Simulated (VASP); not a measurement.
The system is NiBr3.

```
CELL_PARAMETERS angstrom
5.10000 0.00000 0.00000
0.00000 5.10000 0.00000
0.00000 0.00000 5.10000
ATOMIC_POSITIONS crystal
Ni 0.00000 0.00000 0.00000
Br 0.50000 0.00000 0.00000
Br 0.00000 0.50000 0.00000
Br 0.00000 0.00000 0.50000
```

* Program: VASP 6.6.1
* Task: relaxation of cell and atoms
* Functional: PBE
* Potentials or basis: VASP PAW PBE potentials, release 64 (Ni, Br)
* Cutoff: 600 eV
* k mesh: 10 × 10 × 10
* Occupations: gaussian, width 0.1 eV
* Spin: no spin polarisation

At the start: pressure -3.1 GPa; volume 33.16 Å³/atom.

Question: How do energy, volume and symmetry change on relaxing?

Answer: Over 6 steps the energy falls by 36.7 meV/atom and the volume is 29.80 Å³/atom (-10.1 %); space group Pm-3m (No. 221, to 0.1 Å) before and after.

Step by step:
```csv
step,energy change (eV),largest force (eV/Å),pressure (GPa),volume (Å³)
1,0.0000,0.0000,-3.06,132.65
2,-0.1438,0.0000,-0.50,120.87
3,-0.1466,0.0000,-0.09,119.42
4,-0.1466,0.0000,0.10,119.11
5,-0.1466,0.0000,-0.11,119.43
6,-0.1466,0.0000,0.05,119.20
```

Final structure:
```yaml
crystal:
  lattice:
    - [4.92143, 0.00000, 0.00000]
    - [0.00000, 4.92143, 0.00000]
    - [0.00000, 0.00000, 4.92143]
  atoms:
    - { symbol: Ni, position: [0.00000, 0.00000, 0.00000] }
    - { symbol: Br, position: [0.50000, 0.00000, 0.00000] }
    - { symbol: Br, position: [0.00000, 0.50000, 0.00000] }
    - { symbol: Br, position: [0.00000, 0.00000, 0.50000] }
```

Caveat: an odd number of electrons without spin polarisation forces a metal; a magnetic or distorted state may lie lower; the run has no spin polarisation, though such a crystal can be magnetic.
